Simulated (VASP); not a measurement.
A run of VASP 6.6.1 is set up as follows.

Contents of INCAR:

```
SYSTEM = CdS
ALGO = Normal
EDIFF = 1E-7
ENCUT = 520
GGA = PS
GGA_COMPAT = .False.
ISIF = 2
ISMEAR = 0
LASPH = .True.
LCHARG = .True.
LORBIT = 11
LORBMOM = .True.
LREAL = .False.
LSORBIT = .True.
LVHAR = .True.
LWAVE = .False.
MAGMOM = 0 0 0 0 0 0 0 0 0 0 0 0
NBANDS = 50
NELM = 150
PREC = Accurate
SIGMA = 0.01
```

The input KPOINTS:

```
k-points
0
Gamma
  6 6 4
  0 0 0
```

File POSCAR:

```
CdS
1.0
    4.1733437621      0.0000000000      0.0000000000
   -2.0866718810      3.6142217167      0.0000000000
    0.0000000000      0.0000000000      6.7877910479
Cd S
2 2
Direct
    0.3333333333      0.6666666667     -0.0008226320
    0.6666666667      0.3333333333      0.4991773680
    0.3333333333      0.6666666667      0.3758226320
    0.6666666667      0.3333333333      0.8758226320
```

Potentials or basis: VASP PAW PBE potentials, release 64 (Cd, S).

Launch:

```sh
$ cat potpaw_PBE.64/Cd/POTCAR potpaw_PBE.64/S/POTCAR > POTCAR
$ mpirun -np 1 vasp_ncl > vasp.out
```

(1) Predict the net moment.

(2) What does it give for the pressure?

## Answers

(1) 0.00 μB per cell.

(2) -1.7 GPa.

Caveat: the PAW data sets were made with another functional, which shifts forces and pressure a little.
